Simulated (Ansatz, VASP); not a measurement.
NiO2: VASP beside Ansatz

The input INCAR:

```
SYSTEM = NiO2
  PREC = Accurate
  ENCUT = 520
  EDIFF = 1E-6
  ISMEAR = 0
  SIGMA = 0.05
  LREAL = .FALSE.
  LASPH = .TRUE.
  NELM = 60
  ALGO = Normal
  ISIF = 2
  LWAVE = .FALSE.
  LCHARG = .FALSE.
  GGA = PS
  NBANDS = 18
```

Contents of KPOINTS:

```
regular mesh
0
G
  12 12 6
  0 0 0
```

File POSCAR:

```
NiO2
1.0
    2.7656549825      0.0000000000      0.0000000000
   -1.3828274913      2.3951274729      0.0000000000
    0.0000000000      0.0000000000      5.0387468126
Ni O
1 2
Direct
    0.0000000000      0.0000000000      0.5000000000
    0.6666666667      0.3333333333      0.7379352920
    0.3333333333      0.6666666667      0.2620647080
```

Input for Ansatz:

```yaml
crystal:
  lattice:
    - [2.7656549825, 0.0, 0.0]
    - [-1.3828274913, 2.3951274729, 0.0]
    - [0.0, 0.0, 5.0387468126]
  atoms:
    - { symbol: Ni, position: [0.0, 0.0, 0.5] }
    - { symbol: O, position: [0.6666666667, 0.3333333333, 0.737935292] }
    - { symbol: O, position: [0.3333333333, 0.6666666667, 0.262064708] }
basis:
  ecutwfc: 520.0
kpoints:
  mp_grid: { grid: [12, 12, 6] }
hamiltonian:
  xc: pbesol
scf:
  occupations: { method: gaussian, width: 0.05 }
output:
  forces: true
  stress: true
  eigenvalues: true
```

Alike in both runs: task single point; functional PBEsol; k mesh 12 × 12 × 6; occupations gaussian, width 0.05 eV; no spin polarisation.

```csv
,VASP,Ansatz
version,VASP 6.6.1,Ansatz 0.2.0
potentials or method,"VASP PAW PBE potentials, release 64 (Ni, O), cutoff 520 eV","scalar-relativistic, plane waves, PAW"
valence electrons in the cell,22,30
```

|  | VASP | Ansatz | Ansatz less VASP |
| --- | --- | --- | --- |
| gap on the k mesh at the Fermi level (eV) | 0.71 | 0.73 | +0.025 |
| least direct gap on the mesh (eV) | 0.74 | 0.76 | +0.017 |
| pressure (GPa) | -24.5 | -24.7 | -0.27 |
| traceless stress, the component that is largest in VASP (GPa) | -17.09 | -17.33 | -0.236 |
| rms of the force components (eV/Å) | 1.685 | 1.726 | +0.0415 |

VASP's potentials were made for PBE, not for PBEsol. Atom by atom the forces differ by 0.042 eV/Å (rms over components). VASP's potentials hold 22 valence electrons a cell and Ansatz's 30, so a difference there can come from the potentials and not from the codes.
